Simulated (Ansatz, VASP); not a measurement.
**Two plane-wave programs on Si2W**

INCAR

```
ALGO = Normal ; EDIFF = 1E-7
EDIFFG = -0.01 ; ENCUT = 600
GGA = RE ; IBRION = 2
ISIF = 3 ; ISMEAR = -1
IVDW = 13 ; LASPH = True
LCHARG = False ; LREAL = False
LWAVE = False ; NELM = 80
NSW = 60 ; PREC = Accurate
SIGMA = 0.05
```

KPOINTS

```
k-points
0
Gamma
  12 12 12
```

File POSCAR:

```
Si2W
1.0
   -1.6069000000      1.6069000000      3.9149500000
    1.6069000000     -1.6069000000      3.9149500000
    1.6069000000      1.6069000000     -3.9149500000
W Si
1 2
Direct
    0.0000000000      0.0000000000      0.0000000000
    0.6653000000      0.6653000000      0.0000000000
    0.3347000000      0.3347000000      0.0000000000
```

Contents of input.yaml:

```yaml
crystal:
  lattice:
    - [-1.6069, 1.6069, 3.91495]
    - [1.6069, -1.6069, 3.91495]
    - [1.6069, 1.6069, -3.91495]
  atoms:
    - { symbol: W, position: [0.0, 0.0, 0.0] }
    - { symbol: Si, position: [0.6653, 0.6653, 0.0] }
    - { symbol: Si, position: [0.3347, 0.3347, 0.0] }
hamiltonian:
  xc: revpbe
  pseudopotentials: { kind: paw }
  dispersion: d4
kpoints:
  mp_grid: { grid: [12, 12, 12] }
scf:
  occupations: { method: fermi_dirac, width: 0.05 }
output:
  forces: true
  stress: true
relax:
  f_tol: 0.01
  max_steps: 40
  cell: { stress_tol: 0.05 }
```

Alike in both runs: task relaxation of cell and atoms; functional revPBE; dispersion D4; k mesh 12 × 12 × 12; occupations fermi-dirac, width 0.05 eV; no spin polarisation.

|  | VASP | Ansatz |
| --- | --- | --- |
| version | VASP 6.6.1 | Ansatz 0.2.0 |
| potentials or method | VASP PAW PBE potentials, release 64 (W_sv, Si) | Ansatz PAW |
| plane-wave cutoff (eV) | 600 | 420 |
| valence electrons in the cell | 22 | 22 |

VASP gave:

- relaxed volume (Å³/atom): 13.15
- relaxed cell length with the largest relative difference (Å): 4.496

Problem. Which values does Ansatz return?

Solution. Relaxed volume (Å³/atom): 13.16; relaxed cell length with the largest relative difference (Å): 4.497.

VASP's potentials were made for PBE, not for revPBE.

Spin-orbit coupling is off throughout. Noted on Ansatz's run: the plane-wave basis is chosen anew once the cell has moved, so the energies of steps on either side of that aren't comparable.
